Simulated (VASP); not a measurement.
# MgO (Fm-3m) in VASP: further runs

MgO is run at these levels: r2SCAN, r2SCAN0, r2SCANh; tasks: single point.

All numbers are computed with VASP 6.6.1; they aren't measurements. Logs are shortened: lines on timing, memory, paths and dates and some standing lists are left out, and cuts for length are marked.

## Step 1: The cell of the first run

It takes space group Fm-3m (No. 225, cubic). Conventional cell: a = 4.108 Å, b = 4.108 Å, c = 4.108 Å, α = 90.00°, β = 90.00°, γ = 90.00°. Mg (site symmetry m-3m) has 6 O at 2.05 Å within 2.7 Å. Within 2.7 Å of O (site symmetry m-3m) lie 6 Mg at 2.05 Å.

## Step 2: Single point, r2SCAN

Contents of POSCAR:

```
MgO
1.0
    0.0000000000      2.0541934342      2.0541934342
    2.0541934342      0.0000000000      2.0541934342
    2.0541934342      2.0541934342      0.0000000000
Mg O
1 1
Direct
    0.0000000000      0.0000000000      0.0000000000
    0.5000000000      0.5000000000      0.5000000000
```

Contents of INCAR.step1:

```
PREC = Accurate
ENCUT = 750
ISMEAR = -1
SIGMA = 0.05
LREAL = False
LASPH = True
NELM = 120
NBANDS = 15
GGA = PE
ALGO = Normal
EDIFF = 1E-5
LWAVE = True
LCHARG = False
GGA_COMPAT = False
```

Contents of INCAR.step2:

```
PREC = Accurate
ENCUT = 750
EDIFF = 1E-6
ISMEAR = -1
SIGMA = 0.05
LREAL = False
LASPH = True
NELM = 120
ALGO = Normal
ISIF = 2
LWAVE = False
LCHARG = True
METAGGA = R2SCAN
LMIXTAU = True
LELF = True
LVHAR = True
NBANDS = 15
ISTART = 1
GGA_COMPAT = False
```

Contents of KPOINTS:

```
regular mesh
0
Gamma
  11 11 11
```

Potentials or basis: VASP PAW PBE potentials, release 64 (Mg_sv, O).

The run is started by

```bash
$ cat potpaw_PBE.64/Mg_sv/POTCAR potpaw_PBE.64/O/POTCAR > POTCAR
$ cp INCAR.step1 INCAR
$ mpirun -np 1 vasp_std > vasp.out
$ cp INCAR.step2 INCAR
$ mpirun -np 1 vasp_std > vasp.out
```

OUTCAR:

```text
PREC = Accurate
   ENCUT = 750
   EDIFF = 1E-6
   ISMEAR = -1
   LREAL = False
   LASPH = True
   NELM = 120
   ISIF = 2
   METAGGA = R2SCAN
   ISTART = 1

 ion  position               nearest neighbor table
   1  0.000  0.000  0.000-   2 2.05   2 2.05   2 2.05   2 2.05   2 2.05   2 2.05
   2  0.500  0.500  0.500-   1 2.05   1 2.05   1 2.05   1 2.05   1 2.05   1 2.05

  LATTYP: Found a face centered cubic cell.
 ALAT       =     4.1083868684

  Lattice vectors:

 A1 = (   0.0000000000,   2.0541934342,   2.0541934342)
 A2 = (   2.0541934342,   0.0000000000,   2.0541934342)
 A3 = (   2.0541934342,   2.0541934342,   0.0000000000)

Analysis of symmetry for initial positions (statically):
=====================================================================
 Subroutine PRICEL returns:
 Original cell was already a primitive cell.

 Routine SETGRP: Setting up the symmetry group for a
 face centered cubic supercell.

 Subroutine GETGRP returns: Found 48 space group operations
 (whereof 48 operations were pure point group operations)
 out of a pool of 48 trial point group operations.

The static configuration has the point symmetry O_h .

Analysis of symmetry for dynamics (positions and initial velocities):
=====================================================================
 Subroutine PRICEL returns:
 Original cell was already a primitive cell.

 Routine SETGRP: Setting up the symmetry group for a
 face centered cubic supercell.

 Subroutine GETGRP returns: Found 48 space group operations
 (whereof 48 operations were pure point group operations)
 out of a pool of 48 trial point group operations.

The dynamic configuration has the point symmetry O_h .

 Subroutine INISYM returns: Found 48 space group operations
 (whereof 48 operations are pure point group operations),
 and found     1 'primitive' translations

----------------------------------------------------------------------------------------

                                     Primitive cell

  volume of cell :      17.3362

  direct lattice vectors                    reciprocal lattice vectors
     0.000000000  2.054193434  2.054193434    -0.243404536  0.243404536  0.243404536
     2.054193434  0.000000000  2.054193434     0.243404536 -0.243404536  0.243404536
     2.054193434  2.054193434  0.000000000     0.243404536  0.243404536 -0.243404536

  length of vectors
     2.905068214  2.905068214  2.905068214     0.421589023  0.421589023  0.421589023

  position of ions in fractional coordinates (direct lattice)
     0.000000000  0.000000000  0.000000000
     0.500000000  0.500000000  0.500000000

  ion indices of the primitive-cell ions
   primitive index   ion index
                 1           1
                 2           2

----------------------------------------------------------------------------------------

 KPOINTS: regular mesh

Automatic generation of k-mesh.
 Grid dimensions read from file:
 generate k-points for:   11   11   11

 Generating k-lattice:

  Cartesian coordinates                     Fractional coordinates (reciprocal lattice)
    -0.022127685  0.022127685  0.022127685     0.090909091  0.000000000  0.000000000
     0.022127685 -0.022127685  0.022127685     0.000000000  0.090909091  0.000000000
     0.022127685  0.022127685 -0.022127685     0.000000000  0.000000000  0.090909091

  Length of vectors
     0.038326275  0.038326275  0.038326275

  Shift w.r.t. Gamma in fractional coordinates (k-lattice)
     0.000000000  0.000000000  0.000000000

 Subroutine IBZKPT returns following result:
 ===========================================

 Found     56 irreducible k-points:

 Following reciprocal coordinates:
            Coordinates               Weight
  0.000000  0.000000  0.000000      1.000000
  0.090909  0.000000  0.000000      8.000000
  0.181818  0.000000  0.000000      8.000000
  0.272727  0.000000  0.000000      8.000000
  0.363636  0.000000  0.000000      8.000000
  0.454545  0.000000  0.000000      8.000000
[... 16 lines left out ...]
 -0.272727  0.181818  0.000000     24.000000
 -0.181818  0.181818  0.000000     12.000000
 [... further k-points ...]
   k-points           NKPTS =     56   k-points in BZ     NKDIM =     56   number of bands    NBANDS=     15
   number of dos      NEDOS =    301   number of ions     NIONS =      2
   total plane-waves  NPLWV =  21952
   dimension x,y,z NGX =    28 NGY =   28 NGZ =   28
   dimension x,y,z NGXF=    56 NGYF=   56 NGZF=   56
   ions per type =               1   1
   NGX,Y,Z   is equivalent  to a cutoff of  16.02, 16.02, 16.02 a.u.
   NGXF,Y,Z  is equivalent  to a cutoff of  32.05, 32.05, 32.05 a.u.
 SYSTEM =  unknown system
   PREC   = accura    normal or accurate (medium, high low for compatibility)
   ISTART =      1    job   : 0-new  1-cont  2-samecut
   ICHARG =      0    charge: 1-file 2-atom 10-const
   ISPIN  =      1    spin polarized calculation?
   LNONCOLLINEAR =      F non collinear calculations
   LSORBIT =      F    spin-orbit coupling
   LASPH  =      T    aspherical Exc in radial PAW
   ENCUT  =  750.0 eV  55.12 Ry    7.42 a.u.   6.49  6.49  6.49*2*pi/ulx,y,z
   NELM   =    120;   NELMIN=  2; NELMDL=  0     # of ELM steps
   EDIFF  = 0.1E-05   stopping-criterion for ELM
   LREAL  =      F    real-space projection
   EDIFFG = 0.1E-04   stopping-criterion for IOM
   NSW    =      0    number of steps for IOM
   IBRION =     -1    ionic relax: 0-MD 1-quasi-New 2-CG
   NFREE  =      0    steps in history (QN), initial steepest desc. (CG)
   ISIF   =      2    stress and relaxation
   ISYM   =      2    0-nonsym 1-usesym 2-fastsym
   POTIM  = 0.5000    time-step for ionic-motion
   TEBEG  =    0.0;   TEEND  =   0.0 temperature during run
   PSTRESS=    0.0 pullay stress
   NELECT =      16.0000    total number of electrons
   NUPDOWN=      -1.0000    fix difference up-down
   EMIN   =  10.00;   EMAX   =-10.00  energy-range for DOS
   EFERMI =   0.00;   METHOD = LEGACY
   ISMEAR =    -1;   SIGMA  =   0.05  broadening in eV -4-tet -1-fermi 0-gaus
   EFERMI_NEDOS =   21; number of points for ismear=-14 and -15
   IALGO  =     38    algorithm
   IMIX   =      4    mixing-type and parameters
     AMIX     =   0.40;   BMIX     =  1.00
     AMIX_MAG =   1.60;   BMIX_MAG =  1.00
  volume/ion in A,a.u.               =       8.67        58.50
  Fermi-wavevector in a.u.,A,eV,Ry     =   1.593909  3.012051 34.566220  2.540546
  Thomas-Fermi vector in A             =   2.692066
   LORBIT       =      0    0 simple, 1 ext, 2 COOP (PROOUT), +10 PAW based schemes
   METAGGA = R2SCAN    functional components
   LHFCALC =     F    Hartree Fock is set to
   AEXX    =    0.0000 exact exchange contribution
   IVDW    =     0    specifies the selected vdW correction
   LEPSILON=     F    determine dielectric tensor
   LRPA    =     F    only Hartree local field effects (RPA)
 non-spin polarized calculation
  energy-cutoff  :      750.00
  volume of cell :       17.34
 maximum number of plane-waves:       869
 NGX is ok and might be reduce to    28
   NGX = 13   NGY = 13   NGZ = 13

 number of electron      16.0000006 magnetization

 Free energy of the ion-electron system (eV)
  ---------------------------------------------------
  ext. energy  EPLUGINS =         0.00000000
  ---------------------------------------------------
  free energy    TOTEN  =       -16.10756885 eV

  energy without entropy =      -16.10756885  energy(sigma->0) =      -16.10756885

 E-fermi :   4.1807     XC(G=0): -12.4605

 val. band max:        3.0541118365   @ k =   0.0000   0.0000   0.0000
 cond. band min:       9.4936072631   @ k =   0.0000   0.0000   0.0000
 fundamental gap:      6.4394954265
 Fermi energy:         4.1806693688

 k-point     1 :       0.0000    0.0000    0.0000
  band No.  band energies     occupation
      1     -71.6503      2.00000
      2     -36.7347      2.00000
      3     -36.7347      2.00000
      4     -36.7347      2.00000
      5     -15.5286      2.00000
      6       3.0541      2.00000
      7       3.0541      2.00000
      8       3.0541      2.00000
      9       9.4936      0.00000
     10      20.3568      0.00000
     11      20.3568      0.00000
     12      20.3568      0.00000
     13      24.6885      0.00000
     14      26.5938      0.00000
     15      26.5938      0.00000

 k-point     2 :       0.0909    0.0000    0.0000
  band No.  band energies     occupation
      1     -71.6490      2.00000
      2     -36.7435      2.00000
      3     -36.7351      2.00000
      4     -36.7351      2.00000
      5     -15.4270      2.00000
      6       2.5108      2.00000
      7       2.9885      2.00000
      8       2.9885      2.00000
      9      10.0092      0.00000
     10      19.2503      0.00000
     11      20.5929      0.00000
     12      20.5929      0.00000
     13      26.0779      0.00000
     14      26.0779      0.00000
     15      26.2815      0.00000

 k-point     3 :       0.1818    0.0000    0.0000
  band No.  band energies     occupation
      1     -71.6464      2.00000
      2     -36.7685      2.00000
      3     -36.7372      2.00000
      4     -36.7372      2.00000
      5     -15.1441      2.00000
      6       1.2905      2.00000
      7       2.8167      2.00000
      8       2.8167      2.00000
      9      11.0874      0.00000
     10      17.8129      0.00000
     11      21.1490      0.00000
     12      21.1490      0.00000
     13      25.4083      0.00000
     14      25.4083      0.00000
     15      28.0918      0.00000

 k-point     4 :       0.2727    0.0000    0.0000
  band No.  band energies     occupation
      1     -71.6432      2.00000
      2     -36.8011      2.00000
      3     -36.7403      2.00000
      4     -36.7403      2.00000
      5     -14.7451      2.00000
      6      -0.0510      2.00000
      7       2.6015      2.00000
      8       2.6015      2.00000
      9      12.0028      0.00000
     10      17.1415      0.00000
     11      21.5450      0.00000
     12      21.5450      0.00000
     13      25.5476      0.00000
     14      25.5476      0.00000
     15      27.8351      0.00000
[... 307 lines left out ...]
 k-point    22 :      -0.3636    0.1818    0.0000
  band No.  band energies     occupation
      1     -71.6372      2.00000
      2     -36.8309      2.00000
      3     -36.7684      2.00000
      4     -36.7471      2.00000
      5     -14.0171      2.00000
      6      -1.2279      2.00000
      7       1.1721      2.00000
      8       2.2043      2.00000
      9      13.8306      0.00000
     10      17.1214      0.00000
     11      19.3025      0.00000
     12      22.3331      0.00000
     13      26.3151      0.00000
     14      26.6555      0.00000
     15      30.6457      0.00000

 k-point    23 :      -0.2727    0.1818    0.0000
  band No.  band energies     occupation
      1     -71.6392      2.00000
      2     -36.8159      2.00000
      3     -36.7660      2.00000
      4     -36.7424      2.00000
      5     -14.2821      2.00000
      6      -0.6657      2.00000
      7       1.3665      2.00000
      8       2.3959      2.00000
      9      13.6547      0.00000
     10      16.5498      0.00000
     11      19.8774      0.00000
     12      22.6255      0.00000
     13      24.5611      0.00000
     14      26.8413      0.00000
     15      30.8282      0.00000

 k-point    24 :      -0.1818    0.1818    0.0000
  band No.  band energies     occupation
      1     -71.6420      2.00000
      2     -36.7973      2.00000
      3     -36.7576      2.00000
      4     -36.7384      2.00000
      5     -14.6309      2.00000
      6       0.0548      2.00000
      7       1.8404      2.00000
      8       2.6070      2.00000
      9      12.8467      0.00000
     10      16.5541      0.00000
     11      20.6309      0.00000
     12      22.7586      0.00000
     13      23.3119      0.00000
     14      26.6368      0.00000
     15      30.6270      0.00000

 [... further k-points ...]
[... 5 lines left out ...]
  --------------------------------------------------------------------------------------
  -------------------------------------------------------------------------------------
  Total        1.4031351      1.4031351      1.4031351      0.0000000      0.0000000      0.0000000
  in kB      129.6749405    129.6749405    129.6749405      0.0000000      0.0000000      0.0000000
  external PRESSURE =     129.6749405 kB  Pullay stress =       0.0000000 kB

 VOLUME and BASIS-vectors are now :
 -----------------------------------------------------------------------------
  energy-cutoff  :      750.00
  volume of cell :       17.34
      direct lattice vectors                 reciprocal lattice vectors
     0.000000000  2.054193434  2.054193434    -0.243404536  0.243404536  0.243404536
     2.054193434  0.000000000  2.054193434     0.243404536 -0.243404536  0.243404536
     2.054193434  2.054193434  0.000000000     0.243404536  0.243404536 -0.243404536

 POSITION                                       TOTAL-FORCE (eV/Angst)
 -----------------------------------------------------------------------------------
      0.00000      0.00000      0.00000        -0.000000     -0.000000     -0.000000
      2.05419      2.05419      2.05419         0.000000      0.000000      0.000000
 -----------------------------------------------------------------------------------
    total drift:                                0.000000      0.000000      0.000000

  FREE ENERGIE OF THE ION-ELECTRON SYSTEM (eV)
  ---------------------------------------------------
  free  energy   TOTEN  =       -16.1075688455 eV

  energy  without entropy=      -16.1075688455  energy(sigma->0) =      -16.10756885
```

Wall time 94 s (1 thread of AMD EPYC 9R14 (Zen 4), shared host); peak memory 0.14 GiB.

What came out:

```yaml
Free_energy: -16.1076 eV
Pressure: 13.0 GPa
Band_gap_on_the_k_mesh: 6.44 eV
```

Caveat: the cell stands under pressure; the PAW data sets were made with another functional, which shifts forces and pressure a little.

## Step 3: Single point, r2SCAN0

This run uses another cell than the first one, of 9.22 Å³/atom.

Contents of POSCAR:

```
MgO
1.0
    0.0000000000      2.0970013927      2.0970013927
    2.0970013927      0.0000000000      2.0970013927
    2.0970013927      2.0970013927      0.0000000000
Mg O
1 1
Direct
    0.0000000000      0.0000000000      0.0000000000
    0.5000000000      0.5000000000      0.5000000000
```

Contents of INCAR.step1:

```
SYSTEM = MgO
  PREC = Accurate
  ENCUT = 520
  EDIFF = 1E-5
  ISMEAR = -1
  SIGMA = 0.05
  LREAL = .False.
  LASPH = .True.
  NELM = 60
  ALGO = Normal
  ISIF = 2
  LWAVE = .True.
  GGA = PE
  NBANDS = 11
```

Contents of INCAR.step2:

```
SYSTEM = MgO
  PREC = Accurate
  ENCUT = 520
  EDIFF = 1E-7
  ISMEAR = -1
  SIGMA = 0.05
  LREAL = .False.
  LASPH = .True.
  NELM = 60
  ALGO = Normal
  ISIF = 2
  LWAVE = .False.
  LCHARG = .True.
  METAGGA = R2SCAN
  LHFCALC = .True.
  AEXX = 0.25
  LMIXTAU = .True.
  PRECFOCK = Normal
  LELF = .True.
  LVHAR = .True.
  ISTART = 1
  NBANDS = 11
```

Contents of KPOINTS:

```
regular mesh
0
Gamma
  6 6 6
  0 0 0
```

Potentials or basis: VASP PAW PBE potentials, release 64 (Mg, O).

The run is started by

```bash
$ cat potpaw_PBE.64/Mg/POTCAR potpaw_PBE.64/O/POTCAR > POTCAR
$ cp INCAR.step1 INCAR
$ mpirun -np 1 vasp_std > vasp.out
$ cp INCAR.step2 INCAR
$ mpirun -np 1 vasp_std > vasp.out
```

Run time: 23 min. Hardware: 1 thread of Intel Xeon 8259CL, shared host; peak memory 0.16 GiB.

Results (log left out):

```yaml
Free_energy: -17.9965 eV
Pressure: -3.0 GPa
Band_gap_on_the_k_mesh: 7.93 eV
```

Levels at points of the mesh, in eV from the valence-band top:
| k point | band 1 | band 2 | band 3 | band 4 | band 5 | band 6 | band 7 | band 8 |
| --- | --- | --- | --- | --- | --- | --- | --- | --- |
| (0.00, 0.00, 0.00) | -19.50 | 0.00 | 0.00 | 0.00 | 7.93 | 19.31 | 19.31 | 19.31 |
| (0.50, 0.00, 0.00) | -18.14 | -5.00 | -0.74 | -0.74 | 11.13 | 16.60 | 19.98 | 19.98 |
| (0.50, 0.50, 0.00) | -17.87 | -4.47 | -1.51 | -1.51 | 12.25 | 13.51 | 17.07 | 23.28 |

Caveat: the k points lie up to 0.43 Å⁻¹ apart; the PAW data sets were made with another functional, which shifts forces and pressure a little.

(Part 1 of 2 ends here.)
